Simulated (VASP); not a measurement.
The system is B.

```
CELL_PARAMETERS angstrom
2.01833 -1.33396 0.00000
2.01833 1.33396 0.00000
0.00000 0.00000 5.44155
ATOMIC_POSITIONS crystal
B 0.85000 0.15000 0.11700
B 0.65000 0.35000 0.61700
B 0.15000 0.85000 0.88300
B 0.35000 0.65000 0.38300
```

```yaml
Program: VASP 6.6.1
Task: relaxation of cell and atoms
Functional: r2SCAN
Potentials_or_basis: VASP PAW PBE potentials, release 64 (B)
Cutoff: 600 eV
k_mesh: 8 × 8 × 4
Occupations: gaussian, width 0.1 eV
Spin: no spin polarisation
```

At the start: pressure 12.9 GPa; volume 7.33 Å³/atom.

Where does the relaxation end?

Over 28 steps the energy falls by 1073.1 meV/atom and the volume is 6.76 Å³/atom (-7.7 %); space group Cmce (No. 64, to 0.1 Å) before, Fmmm (No. 69, to 0.1 Å).

Step by step:
```csv
step,energy change (eV),largest force (eV/Å),pressure (GPa),volume (Å³)
1,0.0000,5.5399,12.93,29.30
2,-0.4840,2.3593,-3.69,31.79
3,-1.2795,2.1823,-11.56,30.45
4,-1.2870,2.1719,-11.22,30.39
5,-1.2901,2.1615,-10.62,30.30
6,-2.0217,2.3070,5.58,28.74
7,-2.1302,3.2644,21.19,27.66
8,-2.1512,2.8031,15.89,27.99
9,-2.5623,2.4843,15.60,27.96
10,-3.4374,1.6592,14.56,27.86
11,-3.0627,2.2431,8.54,27.57
12,-3.6120,1.6047,12.79,27.76
13,-3.9613,0.5022,-0.31,28.62
14,-3.9904,1.0189,-3.54,28.89
15,-4.1395,0.5307,-7.17,28.81
16,-4.1820,0.3553,-9.02,28.75
17,-4.1951,0.5724,-11.84,28.61
18,-4.2020,0.4204,-10.82,28.67
19,-4.2624,0.2505,-3.91,27.59
20,-4.2693,0.1951,0.27,27.05
21,-4.2696,0.2031,-0.46,27.14
22,-4.2820,0.1771,0.15,27.00
23,-4.2852,0.1634,0.71,26.89
24,-4.2882,0.1412,0.57,26.92
25,-4.2884,0.1837,0.55,26.93
26,-4.2907,0.1117,0.09,26.99
27,-4.2920,0.0060,-0.58,27.08
28,-4.2922,0.0040,-0.07,27.03
```

Final structure:
```
CELL_PARAMETERS angstrom
1.69507 -1.47788 0.00000
1.69507 1.47788 0.00000
0.00000 0.00000 5.39583
ATOMIC_POSITIONS crystal
B 0.00004 0.99996 0.15710
B 0.49996 0.50004 0.65710
B 0.99996 0.00004 0.84290
B 0.50004 0.49996 0.34290
```

Caveat: the PAW data sets were made with another functional, which shifts forces and pressure a little.
